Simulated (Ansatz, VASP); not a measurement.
GaAs in VASP and in Ansatz

Contents of POSCAR:

```
GaAs
1.0
    0.0000000000      2.8999439551      2.8999439551
    2.8999439551      0.0000000000      2.8999439551
    2.8999439551      2.8999439551      0.0000000000
Ga As
1 1
Direct
    0.0000000000      0.0000000000      0.0000000000
    0.2500000000      0.2500000000      0.2500000000
```

Contents of INCAR.step1:

```
SYSTEM = GaAs
PREC     = Accurate       ! precision mode
ENCUT    = 520            ! plane-wave cutoff, eV
ISMEAR   = -1             ! smearing method
SIGMA    = 0.02           ! smearing width, eV
LREAL    = .False.        ! projectors in reciprocal space
LASPH    = .True.         ! aspherical terms in the spheres
NELM     = 80             ! most SCF steps
NBANDS   = 16             ! bands
GGA      = PE             ! functional
ALGO     = Normal         ! electronic algorithm
EDIFF    = 1E-4           ! SCF threshold, eV
LWAVE    = .True.         ! write WAVECAR
LCHARG   = .False.        ! write CHGCAR
```

File INCAR.step2:

```
SYSTEM = GaAs
PREC     = Accurate       ! precision mode
ENCUT    = 520            ! plane-wave cutoff, eV
EDIFF    = 1E-6           ! SCF threshold, eV
ISMEAR   = -1             ! smearing method
SIGMA    = 0.02           ! smearing width, eV
LREAL    = .False.        ! projectors in reciprocal space
LASPH    = .True.         ! aspherical terms in the spheres
NELM     = 80             ! most SCF steps
ALGO     = Normal         ! electronic algorithm
ISIF     = 2              ! what is computed and relaxed
LWAVE    = .False.        ! write WAVECAR
LCHARG   = .False.        ! write CHGCAR
METAGGA  = R2SCAN         ! meta-GGA
LMIXTAU  = .True.       
NBANDS   = 16             ! bands
ISTART   = 1
```

File KPOINTS:

```
regular mesh
0
Gamma
  8 8 8
  0 0 0
```

Input for Ansatz:

```yaml
crystal:
  lattice:
    - [0.0, 2.8999439551, 2.8999439551]
    - [2.8999439551, 0.0, 2.8999439551]
    - [2.8999439551, 2.8999439551, 0.0]
  atoms:
    - { symbol: Ga, position: [0.0, 0.0, 0.0] }
    - { symbol: As, position: [0.25, 0.25, 0.25] }
kpoints:
  mp_grid: { grid: [8, 8, 8] }
  band_path:
    path:
      - [0.0, 0.0, 0.0]
      - [-0.5, -0.5, 0.0]
      - [-0.375, -0.375, 0.25]
      - [-0.375, 0.0, 0.375]
      - [0.0, 0.0, 0.5]
      - [-0.5, -0.25, 0.25]
    npoints: 1
hamiltonian:
  xc: r2scan
scf:
  occupations: { method: fermi_dirac, width: 0.02 }
  n_extra_bands: 4
output:
  forces: true
  stress: true
  eigenvalues: true
```

Change from the starting cell: hydrostatic strain +2.4%.

Alike in both runs: task single point; functional r2SCAN; k mesh 8 × 8 × 8; occupations fermi-dirac, width 0.02 eV; no spin polarisation.

|  | VASP | Ansatz |
| --- | --- | --- |
| version | VASP 6.6.1 | Ansatz 0.2.0 |
| potentials or method | VASP PAW PBE potentials, release 64 (Ga_d, As) | plane waves, PAW |
| plane-wave cutoff (eV) | 520 | 500 |
| valence electrons in the cell | 18 | 28 |

```csv
,VASP,Ansatz,Ansatz less VASP
pressure (GPa),-4.3,-4.3,-0.05
```

VASP's potentials were made for PBE, not for r2SCAN. The functional is the same, so the differences come from potentials, cutoffs and numerics. VASP's potentials hold 18 valence electrons a cell and Ansatz's 28, so a difference there can come from the potentials and not from the codes.
